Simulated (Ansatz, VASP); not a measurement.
PbSe in VASP and in Ansatz

```
Pb Se
1.0
     0.00000    3.45710    3.45710
     3.45710    0.00000    3.45710
     3.45710    3.45710    0.00000
Pb Se
1 1
Cartesian
  0.0000 0.0000 0.0000
  1.7285 1.7285 1.7285
```

Alike in both runs: task single point; functional r2SCAN; k mesh 6 × 6 × 6; no spin polarisation.

|  | VASP | Ansatz |
| --- | --- | --- |
| version | VASP 6.6.1 | Ansatz 0.2.0 |
| potentials or method | VASP PAW PBE potentials, release 64 (Pb_d, Se) | plane waves, PAW |
| plane-wave cutoff (eV) | 520 | 500 |
| occupations | gaussian, width 0.01 eV | fixed |
| valence electrons in the cell | 20 | 30 |

```csv
,VASP,Ansatz,Ansatz less VASP
gap on the k mesh at the Fermi level (eV),0.99,0.99,+0.001
pressure (GPa),-0.9,-0.9,0.00
```

VASP's potentials were made for PBE, not for r2SCAN. VASP's potentials hold 20 valence electrons a cell and Ansatz's 30, so a difference there can come from the potentials and not from the codes.

Spin-orbit coupling is off throughout.
